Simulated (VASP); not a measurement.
# BaGaSiCl (P4/mmm) in VASP: notebook

Runs on BaGaSiCl. Level: PBE. Tasks: single point.

All numbers are computed with VASP 6.6.1; they aren't measurements. Logs are shortened: lines on timing, memory, paths and dates and some standing lists are left out, and cuts for length are marked.

### Step 1. The cell of the first run

Symmetry: P4/mmm, No. 123, tetragonal system. The conventional cell has a = 4.204 Å, b = 4.204 Å, c = 6.751 Å, α = 90.00°, β = 90.00°, γ = 90.00°. Within 3.9 Å of Ba (site symmetry 4/mmm) lie 4 Cl at 2.97 Å and 2 Si at 3.38 Å. Ga (site symmetry 4/mmm) has 4 Si at 2.97 Å and 2 Cl at 3.38 Å within 3.9 Å. Within 3.9 Å of Si (site symmetry 4/mmm) lie 4 Ga at 2.97 Å and 2 Ba at 3.38 Å. Within 3.9 Å of Cl (site symmetry 4/mmm) lie 4 Ba at 2.97 Å and 2 Ga at 3.38 Å.

The cell was generated, and may not be a known phase.

### Step 2. Single point, PBE

Contents of INCAR:

```
PREC = Accurate
ENCUT = 500
EDIFF = 1E-6
ISMEAR = 0
SIGMA = 0.15
LREAL = F
LASPH = T
NELM = 120
ALGO = Normal
ISIF = 2
LWAVE = F
LCHARG = T
GGA = PE
LELF = T
LVHAR = T
NBANDS = 25
GGA_COMPAT = F
```

Contents of KPOINTS:

```
Automatic mesh
0
Gamma
  3 3 3
```

Contents of POSCAR:

```
BaGaSiCl
1.0
    4.2040963001      0.0000000000      0.0000000000
    0.0000000000      4.2040963001      0.0000000000
    0.0000000000      0.0000000000      6.7507711213
Ba Ga Si Cl
1 1 1 1
Direct
    0.0000000000      0.0000000000      0.5000000000
    0.5000000000      0.5000000000      0.0000000000
    0.0000000000      0.0000000000      0.0000000000
    0.5000000000      0.5000000000      0.5000000000
```

Potentials or basis: VASP PAW PBE potentials, release 64 (Ba_sv, Ga_d, Si, Cl).

The run is started by

```sh
$ cat potpaw_PBE.64/Ba_sv/POTCAR potpaw_PBE.64/Ga_d/POTCAR potpaw_PBE.64/Si/POTCAR potpaw_PBE.64/Cl/POTCAR > POTCAR
$ mpirun -np 1 vasp_std > vasp.out
```

OUTCAR:

```text
PREC = Accurate
   ENCUT = 500
   EDIFF = 1E-6
   ISMEAR = 0
   LREAL = F
   LASPH = T
   NELM = 120
   ISIF = 2
   GGA = PE

 ion  position               nearest neighbor table
   1  0.000  0.000  0.500-   4 2.97   4 2.97   4 2.97   4 2.97   3 3.38   3 3.38
   2  0.500  0.500  0.000-   3 2.97   3 2.97   3 2.97   3 2.97
   3  0.000  0.000  0.000-   2 2.97   2 2.97   2 2.97   2 2.97   1 3.38   1 3.38
   4  0.500  0.500  0.500-   1 2.97   1 2.97   1 2.97   1 2.97

  LATTYP: Found a simple tetragonal cell.
 ALAT       =     4.2040963001
 C/A-ratio  =     1.6057603441

  Lattice vectors:

 A1 = (   4.2040963001,   0.0000000000,   0.0000000000)
 A2 = (   0.0000000000,   4.2040963001,   0.0000000000)
 A3 = (   0.0000000000,   0.0000000000,   6.7507711213)

Analysis of symmetry for initial positions (statically):
=====================================================================
 Subroutine PRICEL returns:
 Original cell was already a primitive cell.

 Routine SETGRP: Setting up the symmetry group for a
 simple tetragonal supercell.

 Subroutine GETGRP returns: Found 16 space group operations
 (whereof 16 operations were pure point group operations)
 out of a pool of 16 trial point group operations.

The static configuration has the point symmetry D_4h.

Analysis of symmetry for dynamics (positions and initial velocities):
=====================================================================
 Subroutine PRICEL returns:
 Original cell was already a primitive cell.

 Routine SETGRP: Setting up the symmetry group for a
 simple tetragonal supercell.

 Subroutine GETGRP returns: Found 16 space group operations
 (whereof 16 operations were pure point group operations)
 out of a pool of 16 trial point group operations.

The dynamic configuration has the point symmetry D_4h.

 Subroutine INISYM returns: Found 16 space group operations
 (whereof 16 operations are pure point group operations),
 and found     1 'primitive' translations

----------------------------------------------------------------------------------------

                                     Primitive cell

  volume of cell :     119.3160

  direct lattice vectors                    reciprocal lattice vectors
     4.204096300  0.000000000  0.000000000     0.237863248  0.000000000  0.000000000
     0.000000000  4.204096300  0.000000000     0.000000000  0.237863248  0.000000000
     0.000000000  0.000000000  6.750771121     0.000000000  0.000000000  0.148131226

  length of vectors
     4.204096300  4.204096300  6.750771121     0.237863248  0.237863248  0.148131226

  position of ions in fractional coordinates (direct lattice)
     0.000000000  0.000000000  0.500000000
     0.500000000  0.500000000  0.000000000
     0.000000000  0.000000000  0.000000000
     0.500000000  0.500000000  0.500000000

  ion indices of the primitive-cell ions
   primitive index   ion index
                 1           1
                 2           2
                 3           3
                 4           4

----------------------------------------------------------------------------------------

 KPOINTS: Automatic mesh

Automatic generation of k-mesh.
 Grid dimensions read from file:
 generate k-points for:    3    3    3

 Generating k-lattice:

  Cartesian coordinates                     Fractional coordinates (reciprocal lattice)
     0.079287749  0.000000000  0.000000000     0.333333333  0.000000000  0.000000000
     0.000000000  0.079287749  0.000000000     0.000000000  0.333333333  0.000000000
     0.000000000  0.000000000  0.049377075     0.000000000  0.000000000  0.333333333

  Length of vectors
     0.079287749  0.079287749  0.049377075

  Shift w.r.t. Gamma in fractional coordinates (k-lattice)
     0.000000000  0.000000000  0.000000000

 Subroutine IBZKPT returns following result:
 ===========================================

 Found      6 irreducible k-points:

 Following reciprocal coordinates:
            Coordinates               Weight
  0.000000  0.000000  0.000000      1.000000
  0.333333  0.000000  0.000000      4.000000
  0.333333  0.333333  0.000000      4.000000
  0.000000  0.000000  0.333333      2.000000
  0.333333  0.000000  0.333333      8.000000
  0.333333  0.333333  0.333333      8.000000
   k-points           NKPTS =      6   k-points in BZ     NKDIM =      6   number of bands    NBANDS=     25
   number of dos      NEDOS =    301   number of ions     NIONS =      4
   total plane-waves  NPLWV =  51200
   dimension x,y,z NGX =    32 NGY =   32 NGZ =   50
   dimension x,y,z NGXF=    64 NGYF=   64 NGZF=  100
   ions per type =               1   1   1   1
   NGX,Y,Z   is equivalent  to a cutoff of  12.65, 12.65, 12.31 a.u.
   NGXF,Y,Z  is equivalent  to a cutoff of  25.31, 25.31, 24.63 a.u.
 SYSTEM =  unknown system
   PREC   = accura    normal or accurate (medium, high low for compatibility)
   ISTART =      0    job   : 0-new  1-cont  2-samecut
   ICHARG =      2    charge: 1-file 2-atom 10-const
   ISPIN  =      1    spin polarized calculation?
   LNONCOLLINEAR =      F non collinear calculations
   LSORBIT =      F    spin-orbit coupling
   LASPH  =      T    aspherical Exc in radial PAW
   ENCUT  =  500.0 eV  36.75 Ry    6.06 a.u.   7.67  7.67 12.31*2*pi/ulx,y,z
   NELM   =    120;   NELMIN=  2; NELMDL= -5     # of ELM steps
   EDIFF  = 0.1E-05   stopping-criterion for ELM
   LREAL  =      F    real-space projection
   EDIFFG = 0.1E-04   stopping-criterion for IOM
   NSW    =      0    number of steps for IOM
   IBRION =     -1    ionic relax: 0-MD 1-quasi-New 2-CG
   NFREE  =      0    steps in history (QN), initial steepest desc. (CG)
   ISIF   =      2    stress and relaxation
   ISYM   =      2    0-nonsym 1-usesym 2-fastsym
   POTIM  = 0.5000    time-step for ionic-motion
   TEBEG  =    0.0;   TEEND  =   0.0 temperature during run
   PSTRESS=    0.0 pullay stress
   NELECT =      34.0000    total number of electrons
   NUPDOWN=      -1.0000    fix difference up-down
   EMIN   =  10.00;   EMAX   =-10.00  energy-range for DOS
   EFERMI =   0.00;   METHOD = LEGACY
   ISMEAR =     0;   SIGMA  =   0.15  broadening in eV -4-tet -1-fermi 0-gaus
   EFERMI_NEDOS =   21; number of points for ismear=-14 and -15
   IALGO  =     38    algorithm
   IMIX   =      4    mixing-type and parameters
     AMIX     =   0.40;   BMIX     =  1.00
     AMIX_MAG =   1.60;   BMIX_MAG =  1.00
  volume/ion in A,a.u.               =      29.83       201.30
  Fermi-wavevector in a.u.,A,eV,Ry     =   1.077296  2.035794 15.790458  1.160566
  Thomas-Fermi vector in A             =   2.213203
   LORBIT       =      0    0 simple, 1 ext, 2 COOP (PROOUT), +10 PAW based schemes
   GGA     = PE    functional components
   LHFCALC =     F    Hartree Fock is set to
   AEXX    =    0.0000 exact exchange contribution
   IVDW    =     0    specifies the selected vdW correction
   LEPSILON=     F    determine dielectric tensor
   LRPA    =     F    only Hartree local field effects (RPA)
 non-spin polarized calculation
 Gauss-broadening in eV      SIGMA  =   0.15
  energy-cutoff  :      500.00
  volume of cell :      119.32
 maximum number of plane-waves:      3043
 NGX is ok and might be reduce to    30
   NGX = 15   NGY = 15   NGZ = 25

 number of electron      33.9999993 magnetization

 Free energy of the ion-electron system (eV)
  ---------------------------------------------------
  ext. energy  EPLUGINS =         0.00000000
  ---------------------------------------------------
  free energy    TOTEN  =       -14.33354160 eV

  energy without entropy =      -14.31619951  energy(sigma->0) =      -14.32487055

 E-fermi :   3.3840     XC(G=0):  -8.7413

 val. band max:        3.3802677381   @ k =   0.0000   0.0000   0.0000
 cond. band min:       3.4061934053   @ k =   0.0000   0.0000   0.3333
 fundamental gap:      0.0259256672
 Fermi energy:         3.3839929101

 k-point     1 :       0.0000    0.0000    0.0000
  band No.  band energies     occupation
      1     -25.0219      2.00000
      2     -13.6714      2.00000
      3     -11.2596      2.00000
      4     -11.2179      2.00000
      5     -11.2179      2.00000
      6     -11.1475      2.00000
[... 17 lines left out ...]
     24       6.5320      0.00000
     25       7.8306      0.00000

 k-point     2 :       0.3333    0.0000    0.0000
  band No.  band energies     occupation
      1     -24.9860      2.00000
      2     -14.0419      2.00000
      3     -11.2552      2.00000
      4     -11.2222      2.00000
      5     -11.2175      2.00000
      6     -11.1531      2.00000
[... 17 lines left out ...]
     24       7.5718      0.00000
     25       7.6928      0.00000

 k-point     3 :       0.3333    0.3333    0.0000
  band No.  band energies     occupation
      1     -24.9565      2.00000
      2     -13.8934      2.00000
      3     -11.2507      2.00000
      4     -11.2213      2.00000
      5     -11.2207      2.00000
      6     -11.1625      2.00000
[... 17 lines left out ...]
     24       7.4137      0.00000
     25       9.3013      0.00000

 k-point     4 :       0.0000    0.0000    0.3333
  band No.  band energies     occupation
      1     -25.0219      2.00000
      2     -13.6692      2.00000
      3     -11.2625      2.00000
      4     -11.2182      2.00000
      5     -11.2182      2.00000
      6     -11.1475      2.00000
[... 17 lines left out ...]
     24       7.2665      0.00000
     25       7.7974      0.00000

 k-point     5 :       0.3333    0.0000    0.3333
  band No.  band energies     occupation
      1     -24.9859      2.00000
      2     -14.0401      2.00000
      3     -11.2575      2.00000
      4     -11.2216      2.00000
      5     -11.2176      2.00000
      6     -11.1530      2.00000
[... 17 lines left out ...]
     24       7.6597      0.00000
     25       8.4864      0.00000

 k-point     6 :       0.3333    0.3333    0.3333
  band No.  band energies     occupation
      1     -24.9565      2.00000
      2     -13.8915      2.00000
      3     -11.2533      2.00000
      4     -11.2216      2.00000
      5     -11.2212      2.00000
      6     -11.1632      2.00000
[... 17 lines left out ...]
     24       9.1886      0.00000
     25       9.2051      0.00000

------------------------ aborting loop because EDIFF is reached ----------------------------------------

  FORCE on cell =-STRESS in cart. coord.  units (eV):
  Direction    XX          YY          ZZ          XY          YZ          ZX
  --------------------------------------------------------------------------------------
  -------------------------------------------------------------------------------------
  Total        0.3508359      0.3508359      0.3533880      0.0000000      0.0000000      0.0000000
  in kB        4.7110304      4.7110304      4.7453002      0.0000000      0.0000000      0.0000000
  external PRESSURE =       4.7224537 kB  Pullay stress =       0.0000000 kB

 VOLUME and BASIS-vectors are now :
 -----------------------------------------------------------------------------
  energy-cutoff  :      500.00
  volume of cell :      119.32
      direct lattice vectors                 reciprocal lattice vectors
     4.204096300  0.000000000  0.000000000     0.237863248  0.000000000  0.000000000
     0.000000000  4.204096300  0.000000000     0.000000000  0.237863248  0.000000000
     0.000000000  0.000000000  6.750771121     0.000000000  0.000000000  0.148131226

 POSITION                                       TOTAL-FORCE (eV/Angst)
 -----------------------------------------------------------------------------------
      0.00000      0.00000      3.37539         0.000000      0.000000      0.000000
      2.10205      2.10205      0.00000         0.000000      0.000000      0.000000
      0.00000      0.00000      0.00000         0.000000      0.000000      0.000000
      2.10205      2.10205      3.37539         0.000000      0.000000      0.000000
 -----------------------------------------------------------------------------------
    total drift:                                0.000000     -0.000000     -0.000000

  FREE ENERGIE OF THE ION-ELECTRON SYSTEM (eV)
  ---------------------------------------------------
  free  energy   TOTEN  =       -14.3335415956 eV

  energy  without entropy=      -14.3161995096  energy(sigma->0) =      -14.32487055
```

Wall time 30 s (1 thread of AMD EPYC 7R13, shared host); peak memory 0.23 GiB.

What came out:

* Free energy: -14.3335 eV
* Pressure: 0.5 GPa
* Band gap on the k mesh: zero (bands 17 and 18 overlap by 1.13 eV)

Levels at points of the mesh, in eV from the Fermi level:
| k point | band 15 | band 16 | band 17 | band 18 | band 19 | band 20 |
| --- | --- | --- | --- | --- | --- | --- |
| (0.00, 0.00, 0.00) | -2.02 | -0.68 | -0.14 | -0.14 | 0.00 | 2.55 |

Caveat: the k points lie up to 0.50 Å⁻¹ apart, too coarse for converged energies and pressures of a metal; spin-orbit coupling is left out, which moves the levels of the heavy elements.

### Step 3. Single point, PBE

This run uses another cell than the first one, of 30.46 Å³/atom.

Contents of INCAR:

```
SYSTEM = BaGaSiCl
PREC = Accurate ; ENCUT = 500
EDIFF = 1E-6 ; ISMEAR = 0
SIGMA = 0.15 ; LREAL = .False.
LASPH = .True. ; NELM = 120
ALGO = Normal ; ISIF = 2
LWAVE = .False. ; LCHARG = .False.
GGA = PE ; NBANDS = 25
GGA_COMPAT = .False.
```

Contents of KPOINTS:

```
Automatic mesh
0
Gamma
  3 3 3
  0 0 0
```

Contents of POSCAR:

```
BaGaSiCl
1.0
    4.1354934040      0.0000000000      0.0000000000
    0.0000000000      4.1354934040      0.0000000000
    0.0000000000      0.0000000000      7.1248167338
Ba Ga Si Cl
1 1 1 1
Direct
    0.0000000000      0.0000000000      0.5000000000
    0.0000000000      0.0000000000      0.0000000000
    0.5000000000      0.5000000000      0.0000000000
    0.5000000000      0.5000000000      0.5000000000
```

Potentials or basis: VASP PAW PBE potentials, release 64 (Ba_sv, Ga_d, Si, Cl).

The run is started by

```sh
$ cat potpaw_PBE.64/Ba_sv/POTCAR potpaw_PBE.64/Ga_d/POTCAR potpaw_PBE.64/Si/POTCAR potpaw_PBE.64/Cl/POTCAR > POTCAR
$ mpirun -np 1 vasp_std > vasp.out
```

OUTCAR:

```text
SYSTEM = BaGaSiCl
   PREC = Accurate
   ENCUT = 500
   EDIFF = 1E-6
   ISMEAR = 0
   LREAL = .False.
   LASPH = .True.
   NELM = 120
   ISIF = 2
   GGA = PE

 ion  position               nearest neighbor table
   1  0.000  0.000  0.500-   4 2.92   4 2.92   4 2.92   4 2.92   2 3.56   2 3.56
   2  0.000  0.000  0.000-   3 2.92   3 2.92   3 2.92   3 2.92   1 3.56   1 3.56
   3  0.500  0.500  0.000-   2 2.92   2 2.92   2 2.92   2 2.92
   4  0.500  0.500  0.500-   1 2.92   1 2.92   1 2.92   1 2.92

  LATTYP: Found a simple tetragonal cell.
 ALAT       =     4.1354934040
[... 347 lines left out ...]
  --------------------------------------------------------------------------------------
  -------------------------------------------------------------------------------------
  Total        0.3450668      0.3450668      0.2128739      0.0000000      0.0000000     -0.0000000
  in kB        4.5371741      4.5371741      2.7990117      0.0000000      0.0000000     -0.0000000
  external PRESSURE =       3.9577866 kB  Pullay stress =       0.0000000 kB

 VOLUME and BASIS-vectors are now :
 -----------------------------------------------------------------------------
  energy-cutoff  :      500.00
  volume of cell :      121.85
      direct lattice vectors                 reciprocal lattice vectors
     4.135493404  0.000000000  0.000000000     0.241809115  0.000000000  0.000000000
     0.000000000  4.135493404  0.000000000     0.000000000  0.241809115  0.000000000
     0.000000000  0.000000000  7.124816734     0.000000000  0.000000000  0.140354487

 POSITION                                       TOTAL-FORCE (eV/Angst)
 -----------------------------------------------------------------------------------
      0.00000      0.00000      3.56241         0.000000      0.000000      0.000000
      0.00000      0.00000      0.00000         0.000000      0.000000      0.000000
      2.06775      2.06775      0.00000         0.000000      0.000000      0.000000
      2.06775      2.06775      3.56241         0.000000      0.000000      0.000000
 -----------------------------------------------------------------------------------
    total drift:                                0.000000      0.000000      0.000000

  FREE ENERGIE OF THE ION-ELECTRON SYSTEM (eV)
  ---------------------------------------------------
  free  energy   TOTEN  =       -13.8279258375 eV

  energy  without entropy=      -13.8016573695  energy(sigma->0) =      -13.81479160
```

Run time: 30 s. Hardware: 1 thread of AMD EPYC 7R13, shared host; peak memory 0.22 GiB.

What came out:

```
Free energy            : -13.8279 eV
Pressure               : 0.4 GPa
Band gap on the k mesh : zero (bands 17 and 18 overlap by 0.99 eV)
```

Stress tensor (GPa, compression positive):
```
0.45 0.00 0.00
0.00 0.45 0.00
0.00 0.00 0.28
```

Levels at points of the mesh, in eV from the Fermi level:
| k point | band 15 | band 16 | band 17 | band 18 | band 19 | band 20 |
| --- | --- | --- | --- | --- | --- | --- |
| (0.00, 0.00, 0.00) | -1.79 | -0.86 | -0.09 | -0.09 | -0.08 | 2.41 |

Caveat: the k points lie up to 0.51 Å⁻¹ apart, too coarse for converged energies and pressures of a metal; spin-orbit coupling is left out, which moves the levels of the heavy elements.

(Continued in part 2 of 2.)

The gap in the log of VASP goes by the Fermi energy; the results here count the filled bands.